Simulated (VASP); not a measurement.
# GaB3As4 (P-43m) in VASP: notebook

Runs on GaB3As4. Level: PBE. Tasks: single point.

All numbers are computed with VASP 6.6.1; they aren't measurements. Logs are shortened: lines on timing, memory, paths and dates and some standing lists are left out, and cuts for length are marked.

## Step 1: The cell of the first run

The structure is cubic, space group P-43m (No. 215). The conventional cell has a = 5.059 Å, b = 5.059 Å, c = 5.059 Å, α = 90.00°, β = 90.00°, γ = 90.00°. Within 3.1 Å of Ga (site symmetry -43m) lie 4 As at 2.33 Å. Within 2.8 Å of B (site symmetry -42m) lie 4 As at 2.15 Å. Within 2.8 Å of As (site symmetry 3m) lie 3 B at 2.15 Å and 1 Ga at 2.33 Å.

## Step 2: Single point, PBE

Input file INCAR:

```
SYSTEM = GaB3As4
ALGO = Normal
EDIFF = 1E-6
ENCUT = 520
GGA = PE
ISIF = 2
ISMEAR = 0
LASPH = .True.
LCHARG = .True.
LELF = .True.
LREAL = .False.
LVHAR = .True.
LWAVE = .False.
NBANDS = 31
NELM = 60
PREC = Accurate
SIGMA = 0.1
```

Input file KPOINTS:

```
k-points
0
Gamma
  4 4 4
  0 0 0
```

Input file POSCAR:

```
GaB3As4
1.0
    5.0591271650      0.0000000000      0.0000000000
    0.0000000000      5.0591271650      0.0000000000
    0.0000000000      0.0000000000      5.0591271650
Ga B As
1 3 4
Direct
    0.5000000000      0.5000000000      0.5000000000
    0.5000000000      0.0000000000      0.0000000000
    0.0000000000      0.0000000000      0.5000000000
    0.0000000000      0.5000000000      0.0000000000
    0.7664506371      0.2335493629      0.7664506371
    0.7664506371      0.7664506371      0.2335493629
    0.2335493629      0.2335493629      0.2335493629
    0.2335493629      0.7664506371      0.7664506371
```

Potentials or basis: VASP PAW PBE potentials, release 64 (Ga_d, B, As).

Run with:

```sh
$ cat potpaw_PBE.64/Ga_d/POTCAR potpaw_PBE.64/B/POTCAR potpaw_PBE.64/As/POTCAR > POTCAR
$ mpirun -np 1 vasp_std > vasp.out
```

OUTCAR:

```text
SYSTEM = GaB3As4
   EDIFF = 1E-6
   ENCUT = 520
   GGA = PE
   ISIF = 2
   ISMEAR = 0
   LASPH = .True.
   LREAL = .False.
   NELM = 60
   PREC = Accurate

 ion  position               nearest neighbor table
   1  0.500  0.500  0.500-   5 2.33   6 2.33   7 2.33   8 2.33
   2  0.500  0.000  0.000-   5 2.15   6 2.15   7 2.15   8 2.15
   3  0.000  0.000  0.500-   5 2.15   6 2.15   7 2.15   8 2.15
   4  0.000  0.500  0.000-   5 2.15   6 2.15   7 2.15   8 2.15
   5  0.766  0.234  0.766-   2 2.15   3 2.15   4 2.15   1 2.33
   6  0.766  0.766  0.234-   2 2.15   3 2.15   4 2.15   1 2.33
   7  0.234  0.234  0.234-   2 2.15   3 2.15   4 2.15   1 2.33
   8  0.234  0.766  0.766-   2 2.15   3 2.15   4 2.15   1 2.33

  LATTYP: Found a simple cubic cell.
 ALAT       =     5.0591271650

  Lattice vectors:

 A1 = (   5.0591271650,   0.0000000000,   0.0000000000)
 A2 = (   0.0000000000,   5.0591271650,   0.0000000000)
 A3 = (   0.0000000000,   0.0000000000,   5.0591271650)

Analysis of symmetry for initial positions (statically):
=====================================================================
 Subroutine PRICEL returns:
 Original cell was already a primitive cell.

 Routine SETGRP: Setting up the symmetry group for a
 simple cubic supercell.

 Subroutine GETGRP returns: Found 24 space group operations
 (whereof 24 operations were pure point group operations)
 out of a pool of 48 trial point group operations.

The static configuration has the point symmetry T_d .

Analysis of symmetry for dynamics (positions and initial velocities):
=====================================================================
 Subroutine PRICEL returns:
 Original cell was already a primitive cell.

 Routine SETGRP: Setting up the symmetry group for a
 simple cubic supercell.

 Subroutine GETGRP returns: Found 24 space group operations
 (whereof 24 operations were pure point group operations)
 out of a pool of 48 trial point group operations.

The dynamic configuration has the point symmetry T_d .

 Subroutine INISYM returns: Found 24 space group operations
 (whereof 24 operations are pure point group operations),
 and found     1 'primitive' translations

----------------------------------------------------------------------------------------

                                     Primitive cell

  volume of cell :     129.4872
[... 90 lines left out ...]
   IBRION =     -1    ionic relax: 0-MD 1-quasi-New 2-CG
   NFREE  =      0    steps in history (QN), initial steepest desc. (CG)
   ISIF   =      2    stress and relaxation
   ISYM   =      2    0-nonsym 1-usesym 2-fastsym
   POTIM  = 0.5000    time-step for ionic-motion
   TEBEG  =    0.0;   TEEND  =   0.0 temperature during run
   PSTRESS=    0.0 pullay stress
   NELECT =      42.0000    total number of electrons
   NUPDOWN=      -1.0000    fix difference up-down
   EMIN   =  10.00;   EMAX   =-10.00  energy-range for DOS
   EFERMI =   0.00;   METHOD = LEGACY
   ISMEAR =     0;   SIGMA  =   0.10  broadening in eV -4-tet -1-fermi 0-gaus
   EFERMI_NEDOS =   21; number of points for ismear=-14 and -15
   IALGO  =     38    algorithm
   IMIX   =      4    mixing-type and parameters
     AMIX     =   0.40;   BMIX     =  1.00
     AMIX_MAG =   1.60;   BMIX_MAG =  1.00
  volume/ion in A,a.u.               =      16.19       109.23
  Fermi-wavevector in a.u.,A,eV,Ry     =   1.124818  2.125598 17.214308  1.265216
  Thomas-Fermi vector in A             =   2.261492
   LORBIT       =      0    0 simple, 1 ext, 2 COOP (PROOUT), +10 PAW based schemes
   GGA     = PE    functional components
   LHFCALC =     F    Hartree Fock is set to
   AEXX    =    0.0000 exact exchange contribution
   IVDW    =     0    specifies the selected vdW correction
   LEPSILON=     F    determine dielectric tensor
   LRPA    =     F    only Hartree local field effects (RPA)
 non-spin polarized calculation
 Gauss-broadening in eV      SIGMA  =   0.10
  energy-cutoff  :      520.00
  volume of cell :      129.49
 maximum number of plane-waves:      3514
 NGX is ok and might be reduce to    40
   NGX = 19   NGY = 19   NGZ = 19

 number of electron      42.0000018 magnetization

 Free energy of the ion-electron system (eV)
  ---------------------------------------------------
  ext. energy  EPLUGINS =         0.00000000
  ---------------------------------------------------
  free energy    TOTEN  =       -41.05254250 eV

  energy without entropy =      -41.05252621  energy(sigma->0) =      -41.05253436

 E-fermi :   5.6450     XC(G=0): -10.1947

 val. band max:        5.4053425266   @ k =   0.0000   0.0000   0.0000
 cond. band min:       5.8623907806   @ k =   0.0000   0.0000   0.0000
 fundamental gap:      0.4570482540
 Fermi energy:         5.6449659669

 k-point     1 :       0.0000    0.0000    0.0000
  band No.  band energies     occupation
      1      -9.5459      2.00000
      2      -9.5459      2.00000
      3      -9.5459      2.00000
      4      -9.4254      2.00000
      5      -9.4254      2.00000
      6      -9.1993      2.00000
[... 329 lines left out ...]
     30       9.9260      0.00000
     31       9.9261      0.00000

------------------------ aborting loop because EDIFF is reached ----------------------------------------

  FORCE on cell =-STRESS in cart. coord.  units (eV):
  Direction    XX          YY          ZZ          XY          YZ          ZX
  --------------------------------------------------------------------------------------
  -------------------------------------------------------------------------------------
  Total        0.0881546      0.0881546      0.0881546      0.0000000     -0.0000000      0.0000000
  in kB        1.0907595      1.0907595      1.0907595      0.0000000     -0.0000000      0.0000000
  external PRESSURE =       1.0907595 kB  Pullay stress =       0.0000000 kB

 VOLUME and BASIS-vectors are now :
 -----------------------------------------------------------------------------
  energy-cutoff  :      520.00
  volume of cell :      129.49
      direct lattice vectors                 reciprocal lattice vectors
     5.059127165  0.000000000  0.000000000     0.197662555  0.000000000  0.000000000
     0.000000000  5.059127165  0.000000000     0.000000000  0.197662555  0.000000000
     0.000000000  0.000000000  5.059127165     0.000000000  0.000000000  0.197662555

 POSITION                                       TOTAL-FORCE (eV/Angst)
 -----------------------------------------------------------------------------------
      2.52956      2.52956      2.52956        -0.000000     -0.000000      0.000000
      2.52956      0.00000      0.00000        -0.000000     -0.000000      0.000000
      0.00000      0.00000      2.52956        -0.000000     -0.000000      0.000000
      0.00000      2.52956      0.00000        -0.000000     -0.000000      0.000000
      3.87757      1.18156      3.87757        -0.013819      0.013819     -0.013819
      3.87757      3.87757      1.18156        -0.013819     -0.013819      0.013819
      1.18156      1.18156      1.18156         0.013819      0.013819      0.013819
      1.18156      3.87757      3.87757         0.013819     -0.013819     -0.013819
 -----------------------------------------------------------------------------------
    total drift:                               -0.000000     -0.000000     -0.000000

  FREE ENERGIE OF THE ION-ELECTRON SYSTEM (eV)
  ---------------------------------------------------
  free  energy   TOTEN  =       -41.0525425006 eV

  energy  without entropy=      -41.0525262137  energy(sigma->0) =      -41.05253436
```

Wall time 24 s (1 thread of Intel Xeon 6975P-C (Granite Rapids), shared host); peak memory 0.24 GiB.

Results:

- Free energy: -41.0525 eV
- Pressure: 0.1 GPa
- Largest force: 0.024 eV/Å
- Band gap on the k mesh: 0.46 eV, direct

Forces on the atoms (eV/Å):
```
Ga   0.000  0.000  0.000
B    0.000  0.000  0.000
B    0.000  0.000  0.000
B    0.000  0.000  0.000
As  -0.014  0.014 -0.014
As  -0.014 -0.014  0.014
As   0.014  0.014  0.014
As   0.014 -0.014 -0.014
```

## Step 3: Single point, PBE

This run uses another cell than the first one, of 17.15 Å³/atom, 1.059 times its volume.

Input file INCAR:

```
ALGO = Normal
EDIFF = 1E-6
ENCUT = 520
GGA = PE
ISIF = 2
ISMEAR = 0
LASPH = True
LCHARG = False
LREAL = False
LWAVE = False
NBANDS = 31
NELM = 80
PREC = Accurate
SIGMA = 0.1
```

Input file KPOINTS:

```
k-points
0
Gamma
  4 4 4
```

Input file POSCAR:

```
GaB3As4
1.0
    5.1574457000      0.0000000000      0.0000000000
    0.0000000000      5.1574457000      0.0000000000
    0.0000000000      0.0000000000      5.1574457000
Ga B As
1 3 4
Direct
    0.5000000000      0.5000000000      0.5000000000
    0.5000000000      0.0000000000      0.0000000000
    0.0000000000      0.0000000000      0.5000000000
    0.0000000000      0.5000000000      0.0000000000
    0.7500000000      0.2500000000      0.7500000000
    0.7500000000      0.7500000000      0.2500000000
    0.2500000000      0.2500000000      0.2500000000
    0.2500000000      0.7500000000      0.7500000000
```

Potentials or basis: VASP PAW PBE potentials, release 64 (Ga_d, B, As).

Run with:

```sh
$ cat potpaw_PBE.64/Ga_d/POTCAR potpaw_PBE.64/B/POTCAR potpaw_PBE.64/As/POTCAR > POTCAR
$ mpirun -np 1 vasp_std > vasp.out
```

OUTCAR:

```text
EDIFF = 1E-6
   ENCUT = 520
   GGA = PE
   ISIF = 2
   ISMEAR = 0
   LASPH = True
   LREAL = False
   NELM = 80
   PREC = Accurate

 ion  position               nearest neighbor table
   1  0.500  0.500  0.500-   5 2.23   6 2.23   7 2.23   8 2.23
   2  0.500  0.000  0.000-   5 2.23   6 2.23   7 2.23   8 2.23
   3  0.000  0.000  0.500-   5 2.23   6 2.23   7 2.23   8 2.23
   4  0.000  0.500  0.000-   5 2.23   6 2.23   7 2.23   8 2.23
   5  0.750  0.250  0.750-   1 2.23   2 2.23   3 2.23   4 2.23
   6  0.750  0.750  0.250-   1 2.23   2 2.23   3 2.23   4 2.23
   7  0.250  0.250  0.250-   1 2.23   2 2.23   3 2.23   4 2.23
   8  0.250  0.750  0.750-   1 2.23   2 2.23   3 2.23   4 2.23

  LATTYP: Found a simple cubic cell.
 ALAT       =     5.1574457000

  Lattice vectors:

 A1 = (   5.1574457000,   0.0000000000,   0.0000000000)
 A2 = (   0.0000000000,   5.1574457000,   0.0000000000)
 A3 = (   0.0000000000,   0.0000000000,   5.1574457000)

Analysis of symmetry for initial positions (statically):
=====================================================================
 Subroutine PRICEL returns:
 Original cell was already a primitive cell.

 Routine SETGRP: Setting up the symmetry group for a
 simple cubic supercell.

 Subroutine GETGRP returns: Found 24 space group operations
 (whereof 24 operations were pure point group operations)
 out of a pool of 48 trial point group operations.

The static configuration has the point symmetry T_d .

Analysis of symmetry for dynamics (positions and initial velocities):
=====================================================================
 Subroutine PRICEL returns:
 Original cell was already a primitive cell.

 Routine SETGRP: Setting up the symmetry group for a
 simple cubic supercell.

[... 123 lines left out ...]
  Fermi-wavevector in a.u.,A,eV,Ry     =   1.103375  2.085077 16.564237  1.217437
  Thomas-Fermi vector in A             =   2.239832
   LORBIT       =      0    0 simple, 1 ext, 2 COOP (PROOUT), +10 PAW based schemes
   GGA     = PE    functional components
   LHFCALC =     F    Hartree Fock is set to
   AEXX    =    0.0000 exact exchange contribution
   IVDW    =     0    specifies the selected vdW correction
   LEPSILON=     F    determine dielectric tensor
   LRPA    =     F    only Hartree local field effects (RPA)
 non-spin polarized calculation
 Gauss-broadening in eV      SIGMA  =   0.10
  energy-cutoff  :      520.00
  volume of cell :      137.18
 maximum number of plane-waves:      3743
 NGX is ok and might be reduce to    40
   NGX = 19   NGY = 19   NGZ = 19

 number of electron      41.9999991 magnetization

 Free energy of the ion-electron system (eV)
  ---------------------------------------------------
  ext. energy  EPLUGINS =         0.00000000
  ---------------------------------------------------
  free energy    TOTEN  =       -39.91578671 eV

  energy without entropy =      -39.91578671  energy(sigma->0) =      -39.91578671

 E-fermi :   5.1156     XC(G=0):  -9.9365

 val. band max:        4.6274306576   @ k =   0.0000   0.0000   0.0000
 cond. band min:       5.8035675788   @ k =   0.2500   0.0000   0.0000
 fundamental gap:      1.1761369211
 Fermi energy:         5.1155893222

 k-point     1 :       0.0000    0.0000    0.0000
  band No.  band energies     occupation
      1     -10.6723      2.00000
      2     -10.6723      2.00000
      3     -10.6723      2.00000
      4     -10.5069      2.00000
      5     -10.5069      2.00000
      6      -9.3340      2.00000
[... 329 lines left out ...]
     30       8.8986      0.00000
     31       9.4249      0.00000

------------------------ aborting loop because EDIFF is reached ----------------------------------------

  FORCE on cell =-STRESS in cart. coord.  units (eV):
  Direction    XX          YY          ZZ          XY          YZ          ZX
  --------------------------------------------------------------------------------------
  -------------------------------------------------------------------------------------
  Total       -2.2609416     -2.2609416     -2.2609416     -0.0000000     -0.0000000      0.0000000
  in kB      -26.4055940    -26.4055940    -26.4055940     -0.0000000     -0.0000000      0.0000000
  external PRESSURE =     -26.4055940 kB  Pullay stress =       0.0000000 kB

 VOLUME and BASIS-vectors are now :
 -----------------------------------------------------------------------------
  energy-cutoff  :      520.00
  volume of cell :      137.18
      direct lattice vectors                 reciprocal lattice vectors
     5.157445700  0.000000000  0.000000000     0.193894431  0.000000000  0.000000000
     0.000000000  5.157445700  0.000000000     0.000000000  0.193894431  0.000000000
     0.000000000  0.000000000  5.157445700     0.000000000  0.000000000  0.193894431

 POSITION                                       TOTAL-FORCE (eV/Angst)
 -----------------------------------------------------------------------------------
      2.57872      2.57872      2.57872        -0.000000      0.000000     -0.000000
      2.57872      0.00000      0.00000        -0.000000     -0.000000     -0.000000
      0.00000      0.00000      2.57872        -0.000000      0.000000     -0.000000
      0.00000      2.57872      0.00000        -0.000000      0.000000     -0.000000
      3.86808      1.28936      3.86808         2.120132     -2.120132      2.120132
      3.86808      3.86808      1.28936         2.120132      2.120132     -2.120132
      1.28936      1.28936      1.28936        -2.120132     -2.120132     -2.120132
      1.28936      3.86808      3.86808        -2.120132      2.120132      2.120132
 -----------------------------------------------------------------------------------
    total drift:                                0.000000      0.000000     -0.000000

  FREE ENERGIE OF THE ION-ELECTRON SYSTEM (eV)
  ---------------------------------------------------
  free  energy   TOTEN  =       -39.9157867057 eV

  energy  without entropy=      -39.9157867057  energy(sigma->0) =      -39.91578671
```

OSZICAR:

```text
N       E                     dE             d eps       ncg     rms          rms(c)
DAV:   1     0.263882287086E+03    0.26388E+03   -0.17935E+04   655   0.145E+03
DAV:   2    -0.686181605257E+01   -0.27074E+03   -0.25305E+03   719   0.364E+02
DAV:   3    -0.395666488591E+02   -0.32705E+02   -0.32019E+02   757   0.102E+02
DAV:   4    -0.407599247317E+02   -0.11933E+01   -0.11869E+01   804   0.202E+01
DAV:   5    -0.407803695790E+02   -0.20445E-01   -0.20431E-01   759   0.242E+00    0.706E+00
DAV:   6    -0.400172191680E+02    0.76315E+00   -0.13782E+00   827   0.858E+00    0.377E+00
DAV:   7    -0.399253761505E+02    0.91843E-01   -0.36776E-01   788   0.260E+00    0.171E+00
DAV:   8    -0.399137001132E+02    0.11676E-01   -0.62418E-02   772   0.126E+00    0.194E-01
DAV:   9    -0.399150071120E+02   -0.13070E-02   -0.58869E-03   780   0.476E-01    0.100E-01
DAV:  10    -0.399157533819E+02   -0.74627E-03   -0.15831E-03   728   0.213E-01    0.300E-02
DAV:  11    -0.399157700229E+02   -0.16641E-04   -0.94244E-05   833   0.514E-02    0.153E-02
DAV:  12    -0.399157846969E+02   -0.14674E-04   -0.23897E-05   727   0.310E-02    0.366E-03
DAV:  13    -0.399157862251E+02   -0.15282E-05   -0.38729E-06   772   0.131E-02    0.153E-03
DAV:  14    -0.399157867057E+02   -0.48052E-06   -0.14805E-07   457   0.246E-03
   1 F= -.39915787E+02 E0= -.39915787E+02  d E =-.118352E-12
```

stdout:

```text
POSCAR found type information on POSCAR GaB As
 POSCAR found :  3 types and       8 ions
 scaLAPACK will be used
 LDA part: xc-table for (Slater+PW92), standard interpolation
 POSCAR, INCAR and KPOINTS ok, starting setup
 FFT: planning ... GRIDC
 FFT: planning ... GRID_SOFT
 FFT: planning ... GRID
 WAVECAR not read
 entering main loop
```

It took 24 s on 1 thread of Intel Xeon 6975P-C (Granite Rapids), shared host; peak memory 0.25 GiB.

Results:

```
Free energy            : -39.9158 eV
Pressure               : -2.6 GPa
Band gap on the k mesh : 1.18 eV, indirect (least direct gap 1.26 eV)
```

Levels at points of the mesh, in eV from the valence-band top:
```
           k point  band 18  band 19  band 20  band 21  band 22  band 23  band 24  band 25
(0.00, 0.00, 0.00)    -3.31     0.00     0.00     0.00     1.26     1.26     1.47     1.47
(0.50, 0.00, 0.00)    -2.27    -2.27    -2.13    -2.13     1.58     1.62     3.73     3.82
(0.50, 0.50, 0.00)    -1.76    -1.69    -1.51    -1.51     2.72     2.72     3.08     3.10
(0.50, 0.50, 0.50)    -1.59    -1.30    -1.30    -1.30     1.30     1.30     1.30     2.47
```
